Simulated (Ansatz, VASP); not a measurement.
One calculation of BN, two programs

```
B N
1.0
     2.49134    0.00000    0.00000
    -1.24567    2.15756    0.00000
     0.00000    0.00000    3.98185
B N
2 2
Direct
  0.00000 0.00000 0.00000
  0.00000 0.00000 0.50000
  0.33333 0.66667 0.25000
  0.66667 0.33333 0.75000
```

Change from the starting cell: uniaxial_z strain -0.5%.

Alike in both runs: task single point; functional HSE06; k mesh 9 × 9 × 4; no spin polarisation.

|  | VASP | Ansatz |
| --- | --- | --- |
| version | VASP 6.6.1 | Ansatz 0.2.0 |
| potentials or method | VASP PAW PBE potentials, release 64 (B, N) | plane waves, PAW |
| plane-wave cutoff (eV) | 520 | 420 |
| occupations | gaussian, width 0.01 eV | fixed |
| valence electrons in the cell | 16 | 16 |

```csv
,VASP,Ansatz,Ansatz less VASP
gap on the k mesh at the Fermi level (eV),2.71,2.72,+0.008
pressure (GPa),-5.6,-5.8,-0.17
"traceless stress, the component that is largest in VASP (GPa)",6.32,6.45,+0.126
```

Ansatz's warnings: stress exchange threshold loose, stress scf threshold loose.
